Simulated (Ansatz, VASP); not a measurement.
**One calculation of Sr, two programs**

```xyz
1
Lattice="-2.4963 2.4963 2.4963 2.4963 -2.4963 2.4963 2.4963 2.4963 -2.4963" Properties=species:S:1:pos:R:3 pbc="T T T"
Sr    0.0000    0.0000    0.0000
```

Alike in both runs: task single point; functional BLYP; k mesh 11 × 11 × 11; occupations fermi-dirac, width 0.1 eV; no spin polarisation.

|  | VASP | Ansatz |
| --- | --- | --- |
| version | VASP 6.6.1 | Ansatz 0.2.0 |
| potentials or method | VASP PAW PBE potentials, release 64 (Sr_sv), cutoff 520 eV | plane waves (420 eV) with PAW, scalar-relativistic |
| valence electrons in the cell | 10 | 10 |

```csv
,VASP,Ansatz,Ansatz less VASP
pressure (GPa),-0.9,-0.9,+0.01
```

VASP's potentials were made for PBE, not for BLYP.
